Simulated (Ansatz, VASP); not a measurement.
Two plane-wave programs on Ta

```
Ta
1.0
    -1.65157    1.65157    1.65157
     1.65157   -1.65157    1.65157
     1.65157    1.65157   -1.65157
Ta
1
Direct
  0.00000 0.00000 0.00000
```

Alike in both runs: task relaxation of cell and atoms; functional LDA; k mesh 18 × 18 × 18; occupations fermi-dirac, width 0.08 eV; no spin polarisation.

|  | VASP | Ansatz |
| --- | --- | --- |
| version | VASP 6.6.1 | Ansatz 0.2.0 |
| potentials or method | VASP PAW LDA potentials, release 64 (Ta_sv_GW) | PAW with Ansatz's default frozen-core files, scalar-relativistic |
| plane-wave cutoff (eV) | 500 | 420 |
| valence electrons in the cell | 13 | 13 |

|  | VASP | Ansatz | Ansatz less VASP |
| --- | --- | --- | --- |
| relaxed volume (Å³/atom) | 17.19 | 17.22 | +0.026 |
| relaxed length of the cell vector where the two differ most in proportion (Å) | 2.816 | 2.817 | +0.0014 |

LDA's correlation is that of Perdew and Zunger in VASP and of Perdew and Wang (1992) in Ansatz.

Spin-orbit coupling is off throughout.
